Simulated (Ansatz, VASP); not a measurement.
**One calculation of Mg3CdS2, two programs**

File INCAR:

```
SYSTEM = Mg3CdS2
PREC = Accurate
ENCUT = 520
EDIFF = 1E-6
ISMEAR = 0
SIGMA = 0.1
LREAL = .False.
LASPH = .True.
NELM = 100
ALGO = Normal
ISIF = 2
LWAVE = .False.
LCHARG = .False.
GGA = PE
NBANDS = 24
```

The input KPOINTS:

```
Automatic mesh
0
Gamma
  6 6 4
  0 0 0
```

File POSCAR:

```
Mg3CdS2
1.0
    4.4915326500      0.0000000000      0.0000000000
   -2.2457663300      3.8897813800      0.0000000000
    0.0000000000      0.0000000000      6.8343969400
Mg Cd S
3 1 2
Direct
    0.8166432900      0.1833567100      0.5000000000
    0.8166432900      0.6332865800      0.5000000000
    0.3667134200      0.1833567100      0.5000000000
    0.0000000000      0.0000000000      0.0000000000
    0.0000000000      0.0000000000      0.6742776000
    0.0000000000      0.0000000000      0.3257224000
```

Input for Ansatz:

```yaml
crystal:
  lattice:
    - [4.49153265, 0.0, 0.0]
    - [-2.24576633, 3.88978138, 0.0]
    - [0.0, 0.0, 6.83439694]
  atoms:
    - { symbol: Mg, position: [0.81664329, 0.18335671, 0.5] }
    - { symbol: Mg, position: [0.81664329, 0.63328658, 0.5] }
    - { symbol: Mg, position: [0.36671342, 0.18335671, 0.5] }
    - { symbol: Cd, position: [0.0, 0.0, 0.0] }
    - { symbol: S, position: [0.0, 0.0, 0.6742776] }
    - { symbol: S, position: [0.0, 0.0, 0.3257224] }
basis:
  ecutwfc: 420
kpoints:
  mp_grid: { grid: [6, 6, 4] }
hamiltonian:
  xc: pbe
scf:
  occupations: { method: gaussian, width: 0.1 }
  lower_state_search: "off"
output:
  forces: true
  stress: true
  eigenvalues: true
```

Alike in both runs: task single point; functional PBE; k mesh 6 × 6 × 4; occupations gaussian, width 0.1 eV; no spin polarisation.

```csv
,VASP,Ansatz
version,VASP 6.6.1,Ansatz 0.2.0
potentials or method,"VASP PAW PBE potentials, release 64 (Mg, Cd, S), cutoff 520 eV","scalar-relativistic, plane waves, PAW"
valence electrons in the cell,30,62
```

```tsv
	VASP	Ansatz	Ansatz less VASP
gap on the k mesh at the Fermi level (eV)	none	none	-
rms of the force components (eV/Å)	7.277	7.064	-0.2123
```

Atom by atom the forces differ by 0.245 eV/Å (rms over components). A gap of «none» marks a metal or a gap that the smearing closes. With one functional, cell and mesh, what is left measures potentials, basis and numerics. VASP's potentials hold 30 valence electrons a cell and Ansatz's 62, so a difference there can come from the potentials and not from the codes.
